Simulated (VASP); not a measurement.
# Pt (I4/mmm) in VASP: single point with LDA

Aim: the single point of Pt with LDA.

Everything below comes from runs of VASP 6.6.1. Logs are shortened: lines on timing, memory, paths and dates and some standing lists are left out, and cuts for length are marked.

**1. The cell of the first run**

It takes space group I4/mmm (No. 139, tetragonal). The conventional cell has a = 2.630 Å, b = 2.630 Å, c = 3.916 Å, α = 90.00°, β = 90.00°, γ = 90.00°. Pt (site symmetry 4/mmm) has 12 Pt at 2.63 to 2.70 Å within 3.5 Å.

**2. Single point, LDA (strain -0.050 along x and y, +0.000 along z)**

The input, INCAR:

```
PREC = Accurate ; ENCUT = 520
EDIFF = 1E-6 ; ISMEAR = 0
SIGMA = 0.15 ; LREAL = False
LASPH = True ; NELM = 60
ALGO = Normal ; ISIF = 2
LWAVE = False ; LCHARG = True
LELF = True ; LVHAR = True
NBANDS = 11
```

The input, KPOINTS:

```
regular mesh
0
Gamma
  20 20 20
```

The input, POSCAR:

```
Pt
1.0
    0.0000000000      1.8600050000      1.9579000000
    1.8600050000      0.0000000000      1.9579000000
    1.8600050000      1.8600050000      0.0000000000
Pt
1
Direct
    0.0000000000      0.0000000000      0.0000000000
```

Potentials or basis: VASP PAW LDA potentials, release 64 (Pt).

Command:

```bash
$ cat potpaw_LDA.64/Pt/POTCAR > POTCAR
$ mpirun -np 1 vasp_std > vasp.out
```

OUTCAR:

```text
PREC = Accurate
   ENCUT = 520
   EDIFF = 1E-6
   ISMEAR = 0
   LREAL = False
   LASPH = True
   NELM = 60
   ISIF = 2

 ion  position               nearest neighbor table
   1  0.000  0.000  0.000-

  LATTYP: Found a body centered tetragonal cell.
 ALAT       =     2.6304442971
 C/A-ratio  =     1.4886458551

  Lattice vectors:

 A1 = (  -1.8600050000,   0.0000000000,   1.9579000000)
 A2 = (   1.8600050000,   0.0000000000,   1.9579000000)
 A3 = (   0.0000000000,   1.8600050000,  -1.9579000000)

Analysis of symmetry for initial positions (statically):
=====================================================================
 Subroutine PRICEL returns:
 Original cell was already a primitive cell.

 Routine SETGRP: Setting up the symmetry group for a
 body centered tetragonal supercell.

 Subroutine GETGRP returns: Found 16 space group operations
 (whereof 16 operations were pure point group operations)
 out of a pool of 16 trial point group operations.

The static configuration has the point symmetry D_4h.

Analysis of symmetry for dynamics (positions and initial velocities):
=====================================================================
 Subroutine PRICEL returns:
 Original cell was already a primitive cell.

 Routine SETGRP: Setting up the symmetry group for a
 body centered tetragonal supercell.

 Subroutine GETGRP returns: Found 16 space group operations
 (whereof 16 operations were pure point group operations)
 out of a pool of 16 trial point group operations.

The dynamic configuration has the point symmetry D_4h.

 Subroutine INISYM returns: Found 16 space group operations
 (whereof 16 operations are pure point group operations),
 and found     1 'primitive' translations

----------------------------------------------------------------------------------------

                                     Primitive cell

  volume of cell :      13.5472

  direct lattice vectors                    reciprocal lattice vectors
     0.000000000  1.860005000  1.957900000    -0.268816482  0.268816482  0.255375658
     1.860005000  0.000000000  1.957900000     0.268816482 -0.268816482  0.255375658
     1.860005000  1.860005000  0.000000000     0.268816482  0.268816482 -0.255375658

  length of vectors
     2.700553834  2.700553834  2.630444297     0.457975248  0.457975248  0.457975248

  position of ions in fractional coordinates (direct lattice)
     0.000000000  0.000000000  0.000000000

  ion indices of the primitive-cell ions
   primitive index   ion index
                 1           1

----------------------------------------------------------------------------------------

 KPOINTS: regular mesh

Automatic generation of k-mesh.
 Grid dimensions read from file:
 generate k-points for:   20   20   20

 Generating k-lattice:

  Cartesian coordinates                     Fractional coordinates (reciprocal lattice)
    -0.013440824  0.013440824  0.012768783     0.050000000  0.000000000  0.000000000
     0.013440824 -0.013440824  0.012768783     0.000000000  0.050000000  0.000000000
     0.013440824  0.013440824 -0.012768783    -0.000000000 -0.000000000  0.050000000

  Length of vectors
     0.022898762  0.022898762  0.022898762

  Shift w.r.t. Gamma in fractional coordinates (k-lattice)
     0.000000000  0.000000000  0.000000000

 Subroutine IBZKPT returns following result:
 ===========================================

 Found    641 irreducible k-points:

 Following reciprocal coordinates:
            Coordinates               Weight
  0.000000  0.000000  0.000000      1.000000
  0.050000  0.000000  0.000000      8.000000
  0.100000 -0.000000  0.000000      8.000000
  0.150000  0.000000  0.000000      8.000000
  0.200000 -0.000000  0.000000      8.000000
  0.250000 -0.000000  0.000000      8.000000
[... 16 lines left out ...]
 -0.400000  0.050000  0.000000      8.000000
 -0.350000  0.050000  0.000000      8.000000
 [... further k-points ...]
   k-points           NKPTS =    641   k-points in BZ     NKDIM =    641   number of bands    NBANDS=     11
   number of dos      NEDOS =    301   number of ions     NIONS =      1
   total plane-waves  NPLWV =   8000
   dimension x,y,z NGX =    20 NGY =   20 NGZ =   20
   dimension x,y,z NGXF=    40 NGYF=   40 NGZF=   40
   ions per type =               1
   NGX,Y,Z   is equivalent  to a cutoff of  12.31, 12.31, 12.64 a.u.
   NGXF,Y,Z  is equivalent  to a cutoff of  24.62, 24.62, 25.28 a.u.
 SYSTEM =  unknown system
   PREC   = accura    normal or accurate (medium, high low for compatibility)
   ISTART =      0    job   : 0-new  1-cont  2-samecut
   ICHARG =      2    charge: 1-file 2-atom 10-const
   ISPIN  =      1    spin polarized calculation?
   LNONCOLLINEAR =      F non collinear calculations
   LSORBIT =      F    spin-orbit coupling
   LASPH  =      T    aspherical Exc in radial PAW
   ENCUT  =  520.0 eV  38.22 Ry    6.18 a.u.   5.02  5.02  4.89*2*pi/ulx,y,z
   NELM   =     60;   NELMIN=  2; NELMDL= -5     # of ELM steps
   EDIFF  = 0.1E-05   stopping-criterion for ELM
   LREAL  =      F    real-space projection
[... 7 lines left out ...]
   TEBEG  =    0.0;   TEEND  =   0.0 temperature during run
   PSTRESS=    0.0 pullay stress
   NELECT =      10.0000    total number of electrons
   NUPDOWN=      -1.0000    fix difference up-down
   EMIN   =  10.00;   EMAX   =-10.00  energy-range for DOS
   EFERMI =   0.00;   METHOD = LEGACY
   ISMEAR =     0;   SIGMA  =   0.15  broadening in eV -4-tet -1-fermi 0-gaus
   EFERMI_NEDOS =   21; number of points for ismear=-14 and -15
   IALGO  =     38    algorithm
   IMIX   =      4    mixing-type and parameters
     AMIX     =   0.40;   BMIX     =  1.00
     AMIX_MAG =   1.60;   BMIX_MAG =  1.00
  volume/ion in A,a.u.               =      13.55        91.42
  Fermi-wavevector in a.u.,A,eV,Ry     =   1.479535  2.795916 29.783479  2.189024
  Thomas-Fermi vector in A             =   2.593681
   LORBIT       =      0    0 simple, 1 ext, 2 COOP (PROOUT), +10 PAW based schemes
   GGA     = CA    functional components
   LHFCALC =     F    Hartree Fock is set to
   AEXX    =    0.0000 exact exchange contribution
   IVDW    =     0    specifies the selected vdW correction
   LEPSILON=     F    determine dielectric tensor
   LRPA    =     F    only Hartree local field effects (RPA)
 non-spin polarized calculation
 Gauss-broadening in eV      SIGMA  =   0.15
  energy-cutoff  :      520.00
  volume of cell :       13.55
 maximum number of plane-waves:       377
   NGX =  9   NGY =  9   NGZ =  9

 number of electron      10.0000000 magnetization

 Free energy of the ion-electron system (eV)
  ---------------------------------------------------
  ext. energy  EPLUGINS =         0.00000000
  ---------------------------------------------------
  free energy    TOTEN  =        -7.37968742 eV

  energy without entropy =       -7.36302840  energy(sigma->0) =       -7.37135791

 E-fermi :  13.3631     XC(G=0): -14.3152

 val. band max:       13.3620198058   @ k =   0.5000   0.4500   0.0000
 cond. band min:      13.3634204924   @ k =   0.4500   0.1500   0.0000
 fundamental gap:      0.0014006866
 Fermi energy:        13.3631401919

 k-point     1 :       0.0000    0.0000    0.0000
  band No.  band energies     occupation
      1       1.8539      2.00000
      2       8.3588      2.00000
      3       9.0832      2.00000
      4       9.0832      2.00000
      5      10.9733      2.00000
      6      11.8582      2.00000
      7      27.6359      0.00000
      8      32.1230      0.00000
      9      33.6686      0.00000
     10      33.6686      0.00000
     11      39.0696      0.00000

 k-point     2 :       0.0500    0.0000    0.0000
  band No.  band energies     occupation
      1       1.9669      2.00000
      2       8.3790      2.00000
      3       9.0530      2.00000
      4       9.1304      2.00000
      5      10.9538      2.00000
      6      11.8186      2.00000
      7      27.8264      0.00000
      8      32.0618      0.00000
      9      33.3405      0.00000
     10      33.8593      0.00000
     11      39.7488      0.00000

 k-point     3 :       0.1000   -0.0000    0.0000
  band No.  band energies     occupation
      1       2.2965      2.00000
      2       8.4004      2.00000
      3       9.0041      2.00000
      4       9.2609      2.00000
      5      10.9190      2.00000
      6      11.7177      2.00000
      7      28.3591      0.00000
      8      31.3028      0.00000
      9      33.4034      0.00000
     10      34.4179      0.00000
     11      41.0217      0.00000

 k-point     4 :       0.1500    0.0000    0.0000
  band No.  band energies     occupation
      1       2.8111      2.00000
      2       8.3535      2.00000
      3       9.0069      2.00000
      4       9.4349      2.00000
      5      10.9387      2.00000
      6      11.6105      2.00000
      7      29.0864      0.00000
      8      30.0351      0.00000
      9      34.1541      0.00000
     10      35.3042      0.00000
     11      40.2468      0.00000

 k-point     5 :       0.2000   -0.0000    0.0000
  band No.  band energies     occupation
      1       3.4438      2.00000
      2       8.2996      2.00000
      3       9.0129      2.00000
      4       9.5765      2.00000
      5      11.1097      2.00000
      6      11.5897      2.00000
      7      28.5694      0.00000
      8      29.8552      0.00000
      9      35.2498      0.00000
     10      36.4427      0.00000
     11      38.4740      0.00000
[... 211 lines left out ...]
 k-point    21 :       0.5000    0.0500    0.0000
  band No.  band energies     occupation
      1       4.8892      2.00000
      2       8.3355      2.00000
      3       9.1789      2.00000
      4      11.8107      2.00000
      5      13.2854      1.53638
      6      14.1794      0.00000
      7      20.1534      0.00000
      8      27.2993      0.00000
      9      32.5091      0.00000
     10      33.3439      0.00000
     11      42.9504      0.00000

 k-point    22 :      -0.4500    0.0500    0.0000
  band No.  band energies     occupation
      1       4.8938      2.00000
      2       8.3655      2.00000
      3       9.1728      2.00000
      4      11.6910      2.00000
      5      13.1459      1.95950
      6      14.2514      0.00000
      7      20.3188      0.00000
      8      27.3437      0.00000
      9      32.3241      0.00000
     10      33.6766      0.00000
     11      42.2775      0.00000

 k-point    23 :      -0.4000    0.0500    0.0000
  band No.  band energies     occupation
      1       4.9085      2.00000
      2       8.4529      2.00000
      3       9.2335      2.00000
      4      10.9419      2.00000
      5      12.8248      2.00000
      6      13.8771      0.00000
      7      21.5415      0.00000
      8      27.6674      0.00000
      9      32.7153      0.00000
     10      34.5145      0.00000
     11      40.8479      0.00000

 k-point    24 :      -0.3500    0.0500    0.0000
  band No.  band energies     occupation
      1       4.8902      2.00000
      2       8.5789      2.00000
      3       9.3520      2.00000
      4       9.9319      2.00000
      5      12.3851      2.00000
      6      13.3115      1.37344
      7      23.2384      0.00000
      8      28.2757      0.00000
      9      33.6066      0.00000
     10      35.8005      0.00000
     11      39.1188      0.00000

 [... further k-points ...]
[... 5 lines left out ...]
  --------------------------------------------------------------------------------------
  -------------------------------------------------------------------------------------
  Total        3.2047448      3.2047448      2.3988611      0.0000000     -0.0000000      0.0000000
  in kB      379.0140490    379.0140490    283.7049846      0.0000000     -0.0000000      0.0000000
  external PRESSURE =     347.2443609 kB  Pullay stress =       0.0000000 kB

 VOLUME and BASIS-vectors are now :
 -----------------------------------------------------------------------------
  energy-cutoff  :      520.00
  volume of cell :       13.55
      direct lattice vectors                 reciprocal lattice vectors
     0.000000000  1.860005000  1.957900000    -0.268816482  0.268816482  0.255375658
     1.860005000  0.000000000  1.957900000     0.268816482 -0.268816482  0.255375658
     1.860005000  1.860005000  0.000000000     0.268816482  0.268816482 -0.255375658

 POSITION                                       TOTAL-FORCE (eV/Angst)
 -----------------------------------------------------------------------------------
      0.00000      0.00000      0.00000        -0.000000      0.000000      0.000000
 -----------------------------------------------------------------------------------
    total drift:                               -0.000000     -0.000000     -0.000000

  FREE ENERGIE OF THE ION-ELECTRON SYSTEM (eV)
  ---------------------------------------------------
  free  energy   TOTEN  =        -7.3796874223 eV

  energy  without entropy=       -7.3630283955  energy(sigma->0) =       -7.37135791
```

It took 41 s on 1 thread of AMD EPYC 9R45 (Zen 5), shared host; peak memory 0.17 GiB.

Results:

| Quantity | Value |
| --- | --- |
| Free energy | -7.3797 eV |
| Pressure | 34.7 GPa |
| Band gap on the k mesh | zero (band 5 reaches 14.32 eV, above the bottom of band 6 at 11.31 eV) |

Stress tensor (GPa, compression positive):
```
37.90  0.00  0.00
 0.00 37.90  0.00
 0.00  0.00 28.37
```

Caveat: the cell differs from its parent crystal (strain -0.050 along x and y, +0.000 along z); spin-orbit coupling is left out, which moves the levels of the heavy elements.
